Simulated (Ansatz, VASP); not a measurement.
# Ti: VASP beside Ansatz

```xyz
1
Lattice="-1.4914 1.4914 1.7318 1.4914 -1.4914 1.7318 1.4914 1.4914 -1.7318" Properties=species:S:1:pos:R:3 pbc="T T T"
Ti    0.0000    0.0000    0.0000
```

Alike in both runs: task single point; functional PBE; k mesh 22 × 22 × 22; occupations gaussian, width 0.15 eV; no spin polarisation.

|  | VASP | Ansatz |
| --- | --- | --- |
| version | VASP 6.6.1 | Ansatz 0.2.0 |
| potentials or method | VASP PAW PBE potentials, release 64 (Ti_sv), cutoff 520 eV | scalar-relativistic, plane waves, PAW |
| valence electrons in the cell | 12 | 12 |

VASP gave:

```
gap on the k mesh at the Fermi level (eV)                     : none
pressure (GPa)                                                : 14.8
traceless stress, the component that is largest in VASP (GPa) : 1.48
```

Task: Which values does Ansatz return?

Result: gap on the k mesh at the Fermi level (eV): none; pressure (GPa): 15.3; traceless stress, the component that is largest in VASP (GPa): 1.44.

A gap of «none» marks a metal or a gap that the smearing closes.
